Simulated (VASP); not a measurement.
Here is a VASP 6.6.1 calculation.

File INCAR:

```
  PREC = Accurate
  ENCUT = 400
  EDIFF = 1E-6
  ISMEAR = -1
  SIGMA = 0.01
  LREAL = Auto
  LASPH = T
  NELM = 120
  ALGO = Normal
  ISIF = 2
  LWAVE = F
  LCHARG = F
  GGA = PE
  NELECT = 282.0
  NBANDS = 164
  GGA_COMPAT = F
```

Contents of KPOINTS:

```
Automatic mesh
0
Gamma
  1 1 1
  0.25 0.25 0.25
```

POSCAR

```
Zn16HS15
1.0
   -5.4436607473      5.4436607473     -5.4436607473
    5.4436607473      5.4436607473      5.4436607473
    5.4436607473     -5.4436607473     -5.4436607473
Zn S H
16 15 1
Direct
   -0.0022565491      0.0015884849      0.0015972124
    0.0101835726      0.2600916763      0.7577246900
   -0.0010949717      0.4984396191      0.5007828880
    0.0013528003      0.7462447416      0.2445652165
    0.2575418044      0.0023764983      0.7569329570
    0.2486007033      0.2488972806      0.5007558002
    0.2630014365      0.5130521245      0.2817845042
    0.2508967284      0.7469044315     -0.0000234475
    0.5036495160      0.0544738586      0.5007699208
    0.4963048240      0.2514343188      0.2445549076
    0.4968401386      0.5007874540     -0.0001774899
    0.4818566264      0.7319572759      0.7193946813
    0.7530511314      0.0030300500      0.2436130435
    0.7516785102      0.2476747702      0.0015935768
    0.7523989158      0.5074717173      0.7568668510
    0.8047356317      0.7536126811      0.5007148709
    0.0063428181      0.0068306861      0.7548863785
   -0.0000463638      0.2498283656      0.5006739483
    0.0001852249      0.4995810171      0.2522020752
    0.0037224983      0.7536421402      0.0007428016
    0.2490660409     -0.0028565056      0.5007454678
    0.2495923591      0.2501993926      0.2521729599
    0.2573136274      0.5073290313      0.0205769952
    0.2487662622      0.7481161255      0.7493480747
    0.5027481853      0.0022523397      0.2466329436
    0.5037200640      0.2536816751      0.0006997963
    0.4981434583      0.4988333045      0.7492691392
    0.7374400937     -0.0125943467     -0.0191941555
    0.7568980738      0.2563116806      0.7549014356
    0.7472245483      0.4990263997      0.5007368435
    0.7521766992      0.7526759775      0.2465558606
    0.4323745961      0.6829513398      0.5006815800
```

Potentials or basis: VASP PAW PBE potentials, release 64 (Zn, S, H).

Run with:

```sh
$ cat potpaw_PBE.64/Zn/POTCAR potpaw_PBE.64/S/POTCAR potpaw_PBE.64/H/POTCAR > POTCAR
$ mpirun -np 1 vasp_std > vasp.out
```

(1) What does it give for the largest force?

Answers

(1) 0.021 eV/Å.

Caveat: the k points lie up to 0.82 Å⁻¹ apart, too coarse for converged energies, forces and pressures; the cell carries a net charge on a neutralising background, which shifts energy and pressure.
